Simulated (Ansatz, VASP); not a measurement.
## Two plane-wave programs on Ir

```xyz
1
Lattice="0.0000 1.9229 1.9229 1.9229 0.0000 1.9229 1.9229 1.9229 0.0000" Properties=species:S:1:pos:R:3 pbc="T T T"
Ir    0.0000    0.0000    0.0000
```

Alike in both runs: functional r2SCAN; k mesh 19 × 19 × 19; occupations fermi-dirac, width 0.1 eV; no spin polarisation.

Ansatz relaxed the structure, and its values are those at the end. VASP's run is a single point on that final structure, the one shown.

```csv
,VASP,Ansatz
version,VASP 6.6.1,Ansatz 0.2.0
potentials or method,"VASP PAW PBE potentials, release 64 (Ir)","PAW with Ansatz's default frozen-core files, scalar-relativistic"
plane-wave cutoff (eV),520,500
valence electrons in the cell,9,17
```

VASP gave:

| Property | Result |
| --- | --- |
| pressure (GPa) | 2.5 |

Estimate Ansatz's values.

pressure (GPa): 0.0.

VASP's potentials were made for PBE, not for r2SCAN. VASP's potentials hold 9 valence electrons a cell and Ansatz's 17, so a difference there can come from the potentials and not from the codes.

Neither program's run includes spin-orbit coupling.
